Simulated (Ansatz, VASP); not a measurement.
YI: VASP beside Ansatz

```xyz
4
Lattice="3.6101 0.0000 0.0000 -1.8051 3.1265 0.0000 0.0000 0.0000 10.1109" Properties=species:S:1:pos:R:3 pbc="T T T"
Y     1.8051    1.0422    6.3368
Y     0.0000    2.0843    3.7741
I     0.0000    2.0843    8.2907
I     1.8051    1.0422    1.8202
```

Change from the starting cell: volume scaled by 0.76, LAPW.

Alike in both runs: task single point; functional LDA; k mesh 7 × 7 × 3; occupations fermi-dirac, width 0.05 eV; collinear spin.

|  | VASP | Ansatz |
| --- | --- | --- |
| version | VASP 6.6.1 | Ansatz 0.2.0 |
| potentials or method | VASP PAW LDA potentials, release 64 (Y_sv, I), cutoff 520 eV | all-electron LAPW, scalar-relativistic |

VASP gave:

| Quantity | Value |
| --- | --- |
| pressure (GPa) | 11.3 |
| traceless stress, the component that is largest in VASP (GPa) | 1.46 |
| rms of the force components (eV/Å) | 0.818 |
| net moment per atom (μB) | 0.00 |

Question: Estimate Ansatz's values.

Answer: Pressure (GPa): 11.3; traceless stress, the component that is largest in VASP (GPa): 1.46; rms of the force components (eV/Å): 0.814; net moment per atom (μB): 0.00.

LDA's correlation is that of Perdew and Zunger in VASP and of Perdew and Wang (1992) in Ansatz. Atom by atom the forces differ by 0.005 eV/Å (rms over components). Ansatz ran all-electron here, and VASP with PAW potentials. Ansatz's warnings: seeded moment not kept.

Neither program's run includes spin-orbit coupling.
